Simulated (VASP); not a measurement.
CdTe:

```
Cd Te
1.0
     4.24060    0.00000    0.00000
    -2.12030    3.67247    0.00000
     0.00000    0.00000    6.93042
Cd Te
2 2
Direct
  0.00000 0.00000 0.00000
  0.33333 0.66667 0.50000
  0.66667 0.33333 0.25000
  0.66667 0.33333 0.75000
```

* Program: VASP 6.6.1
* Task: relaxation of cell and atoms
* Functional: PBEsol
* Potentials or basis: VASP PAW PBE potentials, release 64 (Cd, Te)
* Cutoff: 600 eV
* k mesh: 12 × 12 × 6
* Occupations: gaussian, width 0.1 eV
* Spin: no spin polarisation

At the start: pressure 2.4 GPa; volume 26.98 Å³/atom.

Problem. Where does the relaxation end?

Solution. Over 9 steps the energy falls by 14.4 meV/atom and the volume is 27.78 Å³/atom (+2.9 %); space group P6_3/mmc (No. 194, to 0.1 Å) before and after.

The path:
| step | energy change (eV) | largest force (eV/Å) | pressure (GPa) | volume (Å³) |
| --- | --- | --- | --- | --- |
| 1 | 0.0000 | 0.0000 | 2.38 | 107.93 |
| 2 | -0.0402 | 0.0000 | -0.92 | 114.29 |
| 3 | -0.0436 | 0.0000 | -0.26 | 112.82 |
| 4 | -0.0489 | 0.0000 | -0.17 | 112.41 |
| 5 | -0.0563 | 0.0000 | 0.07 | 111.30 |
| 6 | -0.0572 | 0.0000 | 0.18 | 110.81 |
| 7 | -0.0572 | 0.0000 | 0.20 | 110.73 |
| 8 | -0.0571 | 0.0000 | -0.22 | 111.53 |
| 9 | -0.0574 | 0.0000 | 0.00 | 111.10 |

Final structure:
```xyz
4
Lattice="4.1853 0.0000 0.0000 -2.0926 3.6245 0.0000 0.0000 0.0000 7.3240" Properties=species:S:1:pos:R:3 pbc="T T T"
Cd    0.0000    0.0000    0.0000
Cd    0.0000    2.4164    3.6620
Te    2.0926    1.2082    1.8310
Te    2.0926    1.2082    5.4930
```

Caveat: the PAW data sets were made with another functional, which shifts forces and pressure a little.
